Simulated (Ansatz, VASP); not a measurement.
## One calculation of Pb, two programs

```
Pb
1.0
     3.19697   -1.73469    0.60984
     3.19697    1.73469    0.60984
    -0.20672    0.00000   11.56984
Pb
4
Cartesian
  0.7726 0.0000 1.5957
  5.4146 0.0000 11.1939
  3.8680 0.0000 7.9871
  2.3192 0.0000 4.8024
```

Alike in both runs: functional PBE; k mesh 6 × 6 × 2; occupations gaussian, width 0.1 eV; no spin polarisation.

Ansatz relaxed the structure, and its values are those at the end. VASP's run is a single point on that final structure, the one shown.

|  | VASP | Ansatz |
| --- | --- | --- |
| version | VASP 6.6.1 | Ansatz 0.2.0 |
| potentials or method | VASP PAW PBE potentials, release 64 (Pb_d), cutoff 520 eV | scalar-relativistic, plane waves, PAW |
| valence electrons in the cell | 56 | 56 |

```csv
,VASP,Ansatz,Ansatz less VASP
gap on the k mesh at the Fermi level (eV),none,none,-
pressure (GPa),-0.2,-0.2,+0.06
rms of the force components (eV/Å),0.014,0.014,0.0000
```

A gap of «none» marks a metal or a gap that the smearing closes.

Spin-orbit coupling is off throughout.
